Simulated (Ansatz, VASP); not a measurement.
## Ru: VASP beside Ansatz

File INCAR:

```
PREC = Accurate ; ENCUT = 520
EDIFF = 1E-6 ; ISMEAR = 0
SIGMA = 0.1 ; LREAL = False
LASPH = True ; NELM = 60
ALGO = Fast ; ISIF = 2
LWAVE = False ; LCHARG = False
GGA = PS ; NBANDS = 21
```

KPOINTS

```
Automatic mesh
0
Gamma
  24 24 12
```

File POSCAR:

```
Ru
1.0
    2.6894812021      0.0000000000      0.0000000000
   -1.3447406010      2.3291590440      0.0000000000
    0.0000000000      0.0000000000      4.2519430510
Ru
2
Direct
    0.3333333333      0.6666666667      0.2500000000
    0.6666666667      0.3333333333      0.7500000000
```

Input for Ansatz:

```yaml
crystal:
  lattice:
    - [2.6894812013, 0.0, 0.0]
    - [-1.3447406006, 2.3291590433, 0.0]
    - [0.0, 0.0, 4.2519430485]
  atoms:
    - { symbol: Ru, position: [0.3333333333, 0.6666666667, 0.25] }
    - { symbol: Ru, position: [0.6666666667, 0.3333333333, 0.75] }
basis:
  ecutwfc: 420
kpoints:
  mp_grid: { grid: [24, 24, 12] }
hamiltonian:
  xc: pbesol
scf:
  occupations: { method: gaussian, width: 0.1 }
output:
  forces: true
  stress: true
  eigenvalues: true
```

Alike in both runs: task single point; functional PBEsol; k mesh 24 × 24 × 12; occupations gaussian, width 0.1 eV; no spin polarisation.

```csv
,VASP,Ansatz
version,VASP 6.6.1,Ansatz 0.2.0
potentials or method,"VASP PAW PBE potentials, release 64 (Ru_pv), cutoff 520 eV","scalar-relativistic, plane waves, PAW"
valence electrons in the cell,28,32
```

|  | VASP | Ansatz | Ansatz less VASP |
| --- | --- | --- | --- |
| gap on the k mesh at the Fermi level (eV) | none | none | - |
| pressure (GPa) | 0.0 | 0.1 | +0.04 |
| traceless stress, the component that is largest in VASP (GPa) | -0.68 | -0.70 | -0.020 |

VASP's potentials were made for PBE, not for PBEsol. A gap of «none» marks a metal or a gap that the smearing closes. The functional is the same, so the differences come from potentials, cutoffs and numerics. VASP's potentials hold 28 valence electrons a cell and Ansatz's 32, so a difference there can come from the potentials and not from the codes.
